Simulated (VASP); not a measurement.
# Y (C2/c) in VASP: a series of runs

The runs below take Y through single point, with r2SCAN.

Everything below comes from runs of VASP 6.6.1. Logs are shortened: lines on timing, memory, paths and dates and some standing lists are left out, and cuts for length are marked.

## (1) The cell of the first run

The structure is monoclinic, space group C2/c (No. 15). Conventional cell: a = 3.528 Å, b = 6.114 Å, c = 5.480 Å, α = 90.00°, β = 90.10°, γ = 90.00°. Within 4.5 Å of Y (site symmetry 2) lie 12 Y at 3.41 to 3.53 Å.

## (2) Single point, r2SCAN (29.54 Å³/atom)

Contents of POSCAR:

```
Y
1.0
   -1.9471313507      2.3760763965      1.7374851516
    2.3760763965     -1.9471313507      1.7374851516
    3.8157082446      3.8157082446     -0.9518715145
Y
2
Direct
    0.0415338516      0.9584661484      0.0000000000
    0.7084661484      0.2915338516      0.5000000000
```

Contents of INCAR.step1:

```
ALGO = Normal
EDIFF = 1E-4
ENCUT = 520
GGA = PE
ISMEAR = -1
LASPH = T
LCHARG = F
LREAL = F
LWAVE = T
NBANDS = 18
NELM = 80
PREC = Accurate
SIGMA = 0.1
```

Contents of INCAR.step2:

```
ALGO = Normal
EDIFF = 1E-6
ENCUT = 520
ISIF = 2
ISMEAR = -1
ISTART = 1
LASPH = T
LCHARG = F
LMIXTAU = T
LREAL = F
LWAVE = F
METAGGA = R2SCAN
NBANDS = 18
NELM = 80
PREC = Accurate
SIGMA = 0.1
```

Contents of KPOINTS:

```
k-points
0
Gamma
  11 11 6
```

Potentials or basis: VASP PAW PBE potentials, release 64 (Y_sv).

Command:

```bash
$ cat potpaw_PBE.64/Y_sv/POTCAR > POTCAR
$ cp INCAR.step1 INCAR
$ mpirun -np 1 vasp_std > vasp.out
$ cp INCAR.step2 INCAR
$ mpirun -np 1 vasp_std > vasp.out
```

OUTCAR:

```text
EDIFF = 1E-6
   ENCUT = 520
   ISIF = 2
   ISMEAR = -1
   ISTART = 1
   LASPH = T
   LREAL = F
   METAGGA = R2SCAN
   NELM = 80
   PREC = Accurate

 ion  position               nearest neighbor table
   1  0.042  0.958  0.000-   2 3.41   2 3.41   2 3.41   2 3.41   2 3.42   2 3.42
   2  0.708  0.292  0.500-   1 3.41   1 3.41   1 3.41   1 3.41   1 3.42   1 3.42

  LATTYP: Found a base centered monoclinic cell.
 ALAT       =     3.5275212703
 B/A-ratio  =     1.7332111022
 C/A-ratio  =     1.5533673342
 COS(beta)  =    -0.0017728092

  Lattice vectors:

 A1 = (  -1.9471313507,   2.3760763965,   1.7374851516)
 A2 = (   2.3760763965,  -1.9471313507,   1.7374851516)
 A3 = (   3.8157082446,   3.8157082446,  -0.9518715145)

Analysis of symmetry for initial positions (statically):
=====================================================================
 Subroutine PRICEL returns:
 Original cell was already a primitive cell.

 Routine SETGRP: Setting up the symmetry group for a
 base centered monoclinic supercell.

 Subroutine GETGRP returns: Found  4 space group operations
 (whereof  2 operations were pure point group operations)
 out of a pool of  4 trial point group operations.

The static configuration has the point symmetry C_2 .
 The point group associated with its full space group is C_2h.

Analysis of symmetry for dynamics (positions and initial velocities):
=====================================================================
 Subroutine PRICEL returns:
 Original cell was already a primitive cell.

 Routine SETGRP: Setting up the symmetry group for a
 base centered monoclinic supercell.

 Subroutine GETGRP returns: Found  4 space group operations
 (whereof  2 operations were pure point group operations)
 out of a pool of  4 trial point group operations.

The dynamic configuration has the point symmetry C_2 .
 The point group associated with its full space group is C_2h.

 Subroutine INISYM returns: Found  4 space group operations
 (whereof  2 operations are pure point group operations),
 and found     1 'primitive' translations

----------------------------------------------------------------------------------------

                                     Primitive cell

  volume of cell :      59.0886

  direct lattice vectors                    reciprocal lattice vectors
    -1.947131351  2.376076396  1.737485152    -0.080833115  0.150476611  0.279175556
     2.376076396 -1.947131351  1.737485152     0.150476611 -0.080833115  0.279175556
     3.815708245  3.815708245 -0.951871514     0.127122765  0.127122765 -0.031383681

  length of vectors
     3.529293724  3.529293724  5.479536312     0.327286104  0.327286104  0.182497481

  position of ions in fractional coordinates (direct lattice)
     0.041533852  0.958466148  1.000000000
     0.708466148  0.291533852  0.500000000

  ion indices of the primitive-cell ions
   primitive index   ion index
                 1           1
                 2           2

----------------------------------------------------------------------------------------

 KPOINTS: k-points

Automatic generation of k-mesh.
 Grid dimensions read from file:
 generate k-points for:   11   11    6

 Generating k-lattice:

  Cartesian coordinates                     Fractional coordinates (reciprocal lattice)
    -0.007348465  0.013679692  0.025379596     0.090909091  0.000000000  0.000000000
     0.013679692 -0.007348465  0.025379596     0.000000000  0.090909091  0.000000000
     0.021187128  0.021187128 -0.005230614    -0.000000000 -0.000000000  0.166666667

  Length of vectors
     0.029753282  0.029753282  0.030416247

  Shift w.r.t. Gamma in fractional coordinates (k-lattice)
     0.000000000  0.000000000  0.000000000

 Subroutine IBZKPT returns following result:
 ===========================================

 Found    204 irreducible k-points:

 Following reciprocal coordinates:
            Coordinates               Weight
  0.000000  0.000000  0.000000      1.000000
  0.090909  0.000000  0.000000      4.000000
  0.181818 -0.000000 -0.000000      4.000000
  0.272727  0.000000  0.000000      4.000000
  0.363636  0.000000  0.000000      4.000000
  0.454545 -0.000000  0.000000      4.000000
[... 16 lines left out ...]
 -0.272727  0.181818  0.000000      4.000000
 -0.181818  0.181818  0.000000      2.000000
 [... further k-points ...]
   k-points           NKPTS =    204   k-points in BZ     NKDIM =    204   number of bands    NBANDS=     18
   number of dos      NEDOS =    301   number of ions     NIONS =      2
   total plane-waves  NPLWV =  32928
   dimension x,y,z NGX =    28 NGY =   28 NGZ =   42
   dimension x,y,z NGXF=    56 NGYF=   56 NGZF=   84
   ions per type =               2
   NGX,Y,Z   is equivalent  to a cutoff of  13.19, 13.19, 12.74 a.u.
   NGXF,Y,Z  is equivalent  to a cutoff of  26.38, 26.38, 25.49 a.u.
 SYSTEM =  unknown system
   PREC   = accura    normal or accurate (medium, high low for compatibility)
   ISTART =      1    job   : 0-new  1-cont  2-samecut
   ICHARG =      0    charge: 1-file 2-atom 10-const
   ISPIN  =      1    spin polarized calculation?
   LNONCOLLINEAR =      F non collinear calculations
   LSORBIT =      F    spin-orbit coupling
   LASPH  =      T    aspherical Exc in radial PAW
   ENCUT  =  520.0 eV  38.22 Ry    6.18 a.u.   6.56  6.56 10.19*2*pi/ulx,y,z
   NELM   =     80;   NELMIN=  2; NELMDL=  0     # of ELM steps
   EDIFF  = 0.1E-05   stopping-criterion for ELM
   LREAL  =      F    real-space projection
   EDIFFG = 0.1E-04   stopping-criterion for IOM
   NSW    =      0    number of steps for IOM
   IBRION =     -1    ionic relax: 0-MD 1-quasi-New 2-CG
   NFREE  =      0    steps in history (QN), initial steepest desc. (CG)
   ISIF   =      2    stress and relaxation
   ISYM   =      2    0-nonsym 1-usesym 2-fastsym
   POTIM  = 0.5000    time-step for ionic-motion
   TEBEG  =    0.0;   TEEND  =   0.0 temperature during run
   PSTRESS=    0.0 pullay stress
   NELECT =      22.0000    total number of electrons
   NUPDOWN=      -1.0000    fix difference up-down
   EMIN   =  10.00;   EMAX   =-10.00  energy-range for DOS
   EFERMI =   0.00;   METHOD = LEGACY
   ISMEAR =    -1;   SIGMA  =   0.10  broadening in eV -4-tet -1-fermi 0-gaus
   EFERMI_NEDOS =   21; number of points for ismear=-14 and -15
   IALGO  =     38    algorithm
   IMIX   =      4    mixing-type and parameters
     AMIX     =   0.40;   BMIX     =  1.00
     AMIX_MAG =   1.60;   BMIX_MAG =  1.00
  volume/ion in A,a.u.               =      29.54       199.37
  Fermi-wavevector in a.u.,A,eV,Ry     =   1.177735  2.225597 18.872109  1.387061
  Thomas-Fermi vector in A             =   2.314077
   LORBIT       =      0    0 simple, 1 ext, 2 COOP (PROOUT), +10 PAW based schemes
   METAGGA = R2SCAN    functional components
   LHFCALC =     F    Hartree Fock is set to
   AEXX    =    0.0000 exact exchange contribution
   IVDW    =     0    specifies the selected vdW correction
   LEPSILON=     F    determine dielectric tensor
   LRPA    =     F    only Hartree local field effects (RPA)
 non-spin polarized calculation
  energy-cutoff  :      520.00
  volume of cell :       59.09
 maximum number of plane-waves:      1641
   NGX = 13   NGY = 13   NGZ = 21

 number of electron      22.0000000 magnetization

 Free energy of the ion-electron system (eV)
  ---------------------------------------------------
  ext. energy  EPLUGINS =         0.00000000
  ---------------------------------------------------
  free energy    TOTEN  =       -40.45812011 eV

  energy without entropy =      -40.35560581  energy(sigma->0) =      -40.40686296

 E-fermi :   3.5761     XC(G=0): -10.5228

 val. band max:        3.5666466543   @ k =   0.3636   0.2727   0.5000
 cond. band min:       3.6019027951   @ k =  -0.3636   0.2727   0.0000
 fundamental gap:      0.0352561408
 Fermi energy:         3.5761135969

 k-point     1 :       0.0000    0.0000    0.0000
  band No.  band energies     occupation
      1     -40.3445      2.00000
      2     -40.2150      2.00000
      3     -20.1567      2.00000
      4     -19.4337      2.00000
      5     -19.4328      2.00000
      6     -19.3022      2.00000
[... 10 lines left out ...]
     17       6.8837      0.00000
     18       6.8923      0.00000

 k-point     2 :       0.0909    0.0000    0.0000
  band No.  band energies     occupation
      1     -40.3376      2.00000
      2     -40.2127      2.00000
      3     -20.1349      2.00000
      4     -19.4767      2.00000
      5     -19.4485      2.00000
      6     -19.3479      2.00000
[... 10 lines left out ...]
     17       6.6155      0.00000
     18       6.6807      0.00000

 k-point     3 :       0.1818   -0.0000   -0.0000
  band No.  band energies     occupation
      1     -40.3185      2.00000
      2     -40.2071      2.00000
      3     -20.0730      2.00000
      4     -19.5944      2.00000
      5     -19.4871      2.00000
      6     -19.4664      2.00000
[... 10 lines left out ...]
     17       6.9731      0.00000
     18       7.1141      0.00000

 k-point     4 :       0.2727    0.0000    0.0000
  band No.  band energies     occupation
      1     -40.2920      2.00000
      2     -40.2012      2.00000
      3     -19.9811      2.00000
      4     -19.7494      2.00000
      5     -19.6130      2.00000
      6     -19.5348      2.00000
[... 10 lines left out ...]
     17       7.6505      0.00000
     18       7.9111      0.00000

 k-point     5 :       0.3636    0.0000    0.0000
  band No.  band energies     occupation
      1     -40.2648      2.00000
      2     -40.1985      2.00000
      3     -19.8915      2.00000
      4     -19.8770      2.00000
      5     -19.7407      2.00000
      6     -19.5768      2.00000
[... 10 lines left out ...]
     17       8.5621      0.00000
     18       8.8495      0.00000

 k-point     6 :       0.4545   -0.0000    0.0000
  band No.  band energies     occupation
      1     -40.2456      2.00000
      2     -40.1998      2.00000
      3     -19.9754      2.00000
      4     -19.8140      2.00000
      5     -19.7943      2.00000
      6     -19.6010      2.00000
[... 10 lines left out ...]
     17       9.7258      0.00000
     18       9.7684      0.00000

 k-point     7 :       0.0909    0.0909   -0.0000
  band No.  band energies     occupation
      1     -40.3246      2.00000
      2     -40.2087      2.00000
      3     -20.0930      2.00000
      4     -19.5467      2.00000
      5     -19.4991      2.00000
      6     -19.4103      2.00000
[... 10 lines left out ...]
     17       6.7176      0.00000
     18       7.0269      0.00000

 k-point     8 :       0.1818    0.0909   -0.0000
  band No.  band energies     occupation
      1     -40.3017      2.00000
      2     -40.2030      2.00000
      3     -20.0158      2.00000
      4     -19.6716      2.00000
      5     -19.6008      2.00000
      6     -19.4861      2.00000
[... 10 lines left out ...]
     17       7.1773      0.00000
     18       7.7766      0.00000
[... 229 lines left out ...]
     17       9.3918      0.00000
     18       9.8183      0.00000

 k-point    20 :       0.4545    0.1818   -0.0000
  band No.  band energies     occupation
      1     -40.2352      2.00000
      2     -40.2021      2.00000
      3     -19.9299      2.00000
      4     -19.7838      2.00000
      5     -19.7460      2.00000
      6     -19.6750      2.00000
[... 10 lines left out ...]
     17       9.3918      0.00000
     18       9.8173      0.00000

 k-point    21 :      -0.4545    0.1818    0.0000
  band No.  band energies     occupation
      1     -40.2536      2.00000
      2     -40.1987      2.00000
      3     -19.8618      2.00000
      4     -19.8310      2.00000
      5     -19.7786      2.00000
      6     -19.6076      2.00000
[... 10 lines left out ...]
     17       8.8064      0.00000
     18       9.7395      0.00000

 k-point    22 :      -0.3636    0.1818    0.0000
  band No.  band energies     occupation
      1     -40.2783      2.00000
      2     -40.1993      2.00000
      3     -19.9303      2.00000
      4     -19.7429      2.00000
      5     -19.7385      2.00000
      6     -19.5318      2.00000
[... 10 lines left out ...]
     17       7.8833      0.00000
     18       8.7205      0.00000

 k-point    23 :      -0.2727    0.1818    0.0000
  band No.  band energies     occupation
      1     -40.3018      2.00000
      2     -40.2031      2.00000
      3     -20.0158      2.00000
      4     -19.6714      2.00000
      5     -19.6001      2.00000
      6     -19.4857      2.00000
[... 10 lines left out ...]
     17       7.1745      0.00000
     18       7.7803      0.00000

 k-point    24 :      -0.1818    0.1818    0.0000
  band No.  band energies     occupation
      1     -40.3186      2.00000
      2     -40.2071      2.00000
      3     -20.0730      2.00000
      4     -19.5947      2.00000
      5     -19.4863      2.00000
      6     -19.4664      2.00000
[... 10 lines left out ...]
     17       6.9726      0.00000
     18       7.1173      0.00000

 [... further k-points ...]

------------------------ aborting loop because EDIFF is reached ----------------------------------------

  FORCE on cell =-STRESS in cart. coord.  units (eV):
  Direction    XX          YY          ZZ          XY          YZ          ZX
  --------------------------------------------------------------------------------------
  -------------------------------------------------------------------------------------
  Total        2.2679233      2.2679233      2.3245451     -0.0553481      0.0267858      0.0267859
  in kB       61.4943290     61.4943290     63.0296187     -1.5007528      0.7262908      0.7262959
  external PRESSURE =      62.0060922 kB  Pullay stress =       0.0000000 kB

 VOLUME and BASIS-vectors are now :
 -----------------------------------------------------------------------------
  energy-cutoff  :      520.00
  volume of cell :       59.09
      direct lattice vectors                 reciprocal lattice vectors
    -1.947131351  2.376076396  1.737485152    -0.080833115  0.150476611  0.279175556
     2.376076396 -1.947131351  1.737485152     0.150476611 -0.080833115  0.279175556
     3.815708245  3.815708245 -0.951871514     0.127122765  0.127122765 -0.031383681

 POSITION                                       TOTAL-FORCE (eV/Angst)
 -----------------------------------------------------------------------------------
      2.19652     -1.76757      1.73749        -0.000417      0.000417      0.000000
      1.22108      3.02357      1.26155         0.000417     -0.000417     -0.000000
 -----------------------------------------------------------------------------------
    total drift:                                0.000000      0.000000     -0.000000

  FREE ENERGIE OF THE ION-ELECTRON SYSTEM (eV)
  ---------------------------------------------------
  free  energy   TOTEN  =       -40.4581201061 eV

  energy  without entropy=      -40.3556058077  energy(sigma->0) =      -40.40686296
```

It took 16 min on 1 thread of Intel Xeon 8259CL, shared host; peak memory 0.34 GiB.

What came out:

```
Free energy            : -40.4581 eV
Pressure               : 6.2 GPa
Band gap on the k mesh : zero (bands 11 and 12 overlap by 1.73 eV)
```

Caveat: the cell stands under pressure; the PAW data sets were made with another functional, which shifts forces and pressure a little.

## (3) Single point, r2SCAN (30.89 Å³/atom)

This run uses another cell than the first one, of 30.89 Å³/atom.

Contents of POSCAR:

```
Y
1.0
   -1.9761972978      2.4115454525      1.7634215896
    2.4115454525     -1.9761972978      1.7634215896
    3.8726675114      3.8726675114     -0.9660806469
Y
2
Direct
    0.0415338516      0.9584661484      0.0000000000
    0.7084661484      0.2915338516      0.5000000000
```

Contents of INCAR.step1:

```
SYSTEM = Y
PREC = Accurate
ENCUT = 520
ISMEAR = -1
SIGMA = 0.1
LREAL = .FALSE.
LASPH = .TRUE.
NELM = 80
NBANDS = 18
GGA = PE
ALGO = Normal
EDIFF = 1E-4
LWAVE = .TRUE.
LCHARG = .FALSE.
```

Contents of INCAR.step2:

```
SYSTEM = Y
PREC = Accurate
ENCUT = 520
EDIFF = 1E-6
ISMEAR = -1
SIGMA = 0.1
LREAL = .FALSE.
LASPH = .TRUE.
NELM = 80
ALGO = Normal
ISIF = 2
LWAVE = .FALSE.
LCHARG = .FALSE.
METAGGA = R2SCAN
LMIXTAU = .TRUE.
NBANDS = 18
ISTART = 1
```

Contents of KPOINTS:

```
regular mesh
0
G
  11 11 6
  0 0 0
```

Potentials or basis: VASP PAW PBE potentials, release 64 (Y_sv).

Command:

```bash
$ cat potpaw_PBE.64/Y_sv/POTCAR > POTCAR
$ cp INCAR.step1 INCAR
$ mpirun -np 1 vasp_std > vasp.out
$ cp INCAR.step2 INCAR
$ mpirun -np 1 vasp_std > vasp.out
```

It took 19 min on 1 thread of Intel Xeon 8259CL, shared host; peak memory 0.35 GiB.

It converged, with:

- Free energy: -40.5415 eV
- Pressure: 3.8 GPa
- Band gap on the k mesh: zero (bands 11 and 12 overlap by 1.68 eV)

Stress tensor (GPa, compression positive):
```
 3.78 -0.09  0.06
-0.09  3.78  0.06
 0.06  0.06  3.87
```

Levels at points of the mesh, in eV from the Fermi level:
```
           k point  band 9  band 10  band 11  band 12  band 13  band 14
(0.00, 0.00, 0.00)   -4.99    -1.97     1.04     2.02     2.03     2.49
(0.00, 0.00, 0.50)   -3.40    -3.40     1.13     1.13     1.94     1.94
```

Caveat: the cell stands under pressure; the PAW data sets were made with another functional, which shifts forces and pressure a little.

## (4) Single point, r2SCAN (32.23 Å³/atom)

This run uses another cell than the first one, of 32.23 Å³/atom.

Contents of POSCAR:

```
Y
1.0
   -2.0044325025      2.4460007570      1.7886167306
    2.4460007570     -2.0044325025      1.7886167306
    3.9279988086      3.9279988086     -0.9798836638
Y
2
Direct
    0.0415338516      0.9584661484      0.0000000000
    0.7084661484      0.2915338516      0.5000000000
```

Contents of INCAR.step1:

```
SYSTEM = Y
PREC = Accurate
ENCUT = 520
ISMEAR = -1
SIGMA = 0.1
LREAL = .False.
LASPH = .True.
NELM = 60
NBANDS = 18
GGA = PE
ALGO = Normal
EDIFF = 1E-4
LWAVE = .True.
LCHARG = .False.
```

Contents of INCAR.step2:

```
SYSTEM = Y
PREC = Accurate
ENCUT = 520
EDIFF = 1E-6
ISMEAR = -1
SIGMA = 0.1
LREAL = .False.
LASPH = .True.
NELM = 60
ALGO = Normal
ISIF = 2
LWAVE = .False.
LCHARG = .True.
METAGGA = R2SCAN
LMIXTAU = .True.
LELF = .True.
LVHAR = .True.
NBANDS = 18
ISTART = 1
```

Contents of KPOINTS:

```
Automatic mesh
0
Gamma
  11 11 6
  0 0 0
```

Command:

```bash
$ cat potpaw_PBE.64/Y_sv/POTCAR > POTCAR
$ cp INCAR.step1 INCAR
$ mpirun -np 1 vasp_std > vasp.out
$ cp INCAR.step2 INCAR
$ mpirun -np 1 vasp_std > vasp.out
```

Run time: 19 min. Hardware: 1 thread of Intel Xeon 8259CL, shared host; peak memory 0.36 GiB.

The run converged. Its results:

```
Free energy            : -40.5879 eV
Pressure               : 1.7 GPa
Band gap on the k mesh : zero (bands 11 and 12 overlap by 1.69 eV)
```

Levels at points of the mesh, in eV from the Fermi level:
```csv
k point,band 9,band 10,band 11,band 12,band 13,band 14
"(0.00, 0.00, 0.00)",-4.93,-1.90,0.89,1.99,2.00,2.44
"(0.00, 0.00, 0.50)",-3.39,-3.39,1.12,1.12,1.91,1.91
```

Caveat: the PAW data sets were made with another functional, which shifts forces and pressure a little.

## (5) Summary

| cell | gap on the mesh (eV) | pressure (GPa) |
| --- | --- | --- |
| a = 3.529, b = 3.529, c = 5.480 Å, angles 90.1, 90.1, 120.0°, 2 atoms | none | 6.2 |
| a = 3.582, b = 3.582, c = 5.561 Å, angles 90.1, 90.1, 120.0°, 2 atoms | none | 3.8 |
| a = 3.633, b = 3.633, c = 5.641 Å, angles 90.1, 90.1, 120.0°, 2 atoms | none | 1.7 |

Alike in all rows: task single point; level r2SCAN; potentials or basis VASP PAW PBE potentials, release 64 (Y_sv); no spin polarisation; k mesh 11 × 11 × 6; cutoff (eV) 520; smearing fermi-dirac 0.1 eV.

Caveats: the PAW data sets were made with another functional, which shifts forces and pressure a little; the cell stands under pressure (at least some runs).

Absolute energies hang on the potentials; compare differences alone.

The gap in the log of VASP goes by the Fermi energy; the results here count the filled bands.